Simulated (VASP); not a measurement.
TePb, 2 atoms in the cell. Symmetry: Fm-3m, No. 225, cubic system. The conventional cell has a = 6.462 Å, b = 6.462 Å, c = 6.462 Å, α = 90.00°, β = 90.00°, γ = 90.00°. Te (site symmetry m-3m) has 6 Pb at 3.23 Å within 4.3 Å. Within 4.3 Å of Pb (site symmetry m-3m) lie 6 Te at 3.23 Å. 

```yaml
Program: VASP 6.6.1
Task: relaxation of cell and atoms
Functional: PBE
Dispersion: D3(BJ)
Potentials_or_basis: VASP PAW PBE potentials, release 64 (Te, Pb_d)
Cutoff: 600 eV
k_mesh: 6 × 6 × 6
Occupations: gaussian, width 0.01 eV
Spin: no spin polarisation
Dipole_correction: no
Further_INCAR_settings: ALGO = Normal; EDIFF = 1e-07; IBRION = 2; EDIFFG = -0.02; NSW = 80; ISIF = 3
```

Potentials or basis: VASP PAW PBE potentials, release 64 (Te, Pb_d).

Run with:

```bash
$ cat potpaw_PBE.64/Te/POTCAR potpaw_PBE.64/Pb_d/POTCAR > POTCAR
$ mpirun -np 1 vasp_std > vasp.out
```

Hardware: 1 thread of Intel(R) Xeon(R) Platinum 8559C (Emerald Rapids) (shared host).

**Question.** How long does it take, and how much memory?

**Answer.** Wall time 29 s on 1 thread of Intel(R) Xeon(R) Platinum 8559C (Emerald Rapids) (shared host), peak memory 0.25 GiB. Counts: scf iterations 22, k points 16, ion steps 2.
